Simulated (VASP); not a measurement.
Input of a VASP 6.6.1 run:

File INCAR:

```
SYSTEM = AlRu
  PREC = Accurate
  ENCUT = 520
  EDIFF = 1E-6
  ISMEAR = 0
  SIGMA = 0.15
  LREAL = .FALSE.
  LASPH = .TRUE.
  NELM = 100
  ALGO = Normal
  ISIF = 2
  LWAVE = .FALSE.
  LCHARG = .FALSE.
  GGA = PE
  NBANDS = 16
```

KPOINTS

```
Automatic mesh
0
G
  12 12 12
  0 0 0
```

POSCAR

```
AlRu
1.0
    3.0040847246      0.0000000000      0.0000000000
    0.0000000000      3.0040847246      0.0000000000
    0.0000000000      0.0000000000      3.0040847246
Al Ru
1 1
Direct
    0.0000000000      0.0000000000      0.0000000000
    0.5000000000      0.5000000000      0.5000000000
```

Potentials or basis: VASP PAW PBE potentials, release 64 (Al, Ru_pv).

The run is started by

```console
$ cat potpaw_PBE.64/Al/POTCAR potpaw_PBE.64/Ru_pv/POTCAR > POTCAR
$ mpirun -np 1 vasp_std > vasp.out
```

**Question.** Estimate the pressure.

**Answer.** -0.1 GPa.
